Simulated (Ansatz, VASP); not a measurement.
In2O3 in VASP and in Ansatz

```
In O
1.0
     2.70642    1.56255    4.77130
    -2.70642    1.56255    4.77130
     0.00000   -3.12511    4.77130
In O
4 6
Direct
  0.35844 0.35844 0.35844
  0.14156 0.14156 0.14156
  0.64156 0.64156 0.64156
  0.85844 0.85844 0.85844
  0.54510 0.95490 0.25000
  0.25000 0.54510 0.95490
  0.95490 0.25000 0.54510
  0.45490 0.04510 0.75000
  0.75000 0.45490 0.04510
  0.04510 0.75000 0.45490
```

Change from the starting cell: volume scaled by 0.96, ions relaxed.

Alike in both runs: functional PBE; k mesh 7 × 7 × 7; occupations fermi-dirac, width 0.02 eV; no spin polarisation.

Ansatz relaxed the structure, and its values are those at the end. VASP's run is a single point on that final structure, the one shown.

```csv
,VASP,Ansatz
version,VASP 6.6.1,Ansatz 0.2.0
potentials or method,"VASP PAW PBE potentials, release 64 (In_d, O)","plane-wave PAW, scalar-relativistic"
plane-wave cutoff (eV),520,420
valence electrons in the cell,88,88
```

Ansatz gave:

| Quantity | Value |
| --- | --- |
| gap on the k mesh at the Fermi level (eV) | 1.55 |
| pressure (GPa) | 16.8 |
| rms of the force components (eV/Å) | 0.001 |

**Question.** Estimate VASP's values.

**Answer.** gap on the k mesh at the Fermi level (eV): 1.54; pressure (GPa): 17.5; rms of the force components (eV/Å): 0.007.

Ansatz's warnings: stress scf threshold loose.
